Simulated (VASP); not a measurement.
Crystal: BN.

```
B N
1.0
     0.00000    3.33948    2.16883
     1.25384    0.00000    2.16883
     1.25384    3.33948    0.00000
B N
1 1
Direct
  0.00011 0.00011 0.99989
  0.66659 0.66659 0.33341
```

- Program: VASP 6.6.1
- Task: relaxation of cell and atoms
- Functional: PBE
- Potentials or basis: VASP PAW PBE potentials, release 64 (B, N)
- Cutoff: 600 eV
- k mesh: 12 × 12 × 12
- Occupations: gaussian, width 0.02 eV
- Spin: no spin polarisation

At the start: pressure 2.5 GPa; volume 9.08 Å³/atom.

Q: Where does the relaxation end?

A: Over 14 steps the energy falls by 10.3 meV/atom and the volume is 10.53 Å³/atom (+15.9 %); space group Fmm2 (No. 42, to 0.05 Å).

Step by step:
| step | energy change (eV) | largest force (eV/Å) | pressure (GPa) | volume (Å³) |
| --- | --- | --- | --- | --- |
| 1 | 0.0000 | 0.0005 | 2.54 | 18.16 |
| 2 | -0.0006 | 0.0022 | -2.17 | 18.54 |
| 3 | -0.0017 | 0.0010 | -0.10 | 18.37 |
| 4 | -0.0047 | 0.0000 | -0.08 | 18.56 |
| 5 | -0.0116 | 0.0038 | 0.05 | 19.12 |
| 6 | -0.0191 | 0.0139 | 0.41 | 20.24 |
| 7 | -0.0134 | 0.0399 | 0.77 | 22.46 |
| 8 | -0.0203 | 0.0196 | 0.57 | 20.78 |
| 9 | -0.0204 | 0.0218 | 0.62 | 20.97 |
| 10 | -0.0110 | 0.2809 | -4.79 | 21.76 |
| 11 | -0.0206 | 0.0158 | 0.02 | 21.05 |
| 12 | -0.0206 | 0.0152 | 0.03 | 21.05 |
| 13 | -0.0203 | 0.1364 | -0.33 | 21.08 |
| 14 | -0.0206 | 0.0005 | 0.00 | 21.06 |

Final structure:
```xyz
2
Lattice="0.0000 3.8525 2.1751 1.2563 0.0000 2.1751 1.2563 3.8525 0.0000" Properties=species:S:1:pos:R:3 pbc="T T T"
B     1.2563    3.8525    0.0002
N     1.2563    3.8525    2.9001
```

Caveat: the volume moved by over 15 % at a fixed basis, so the end points are rough.
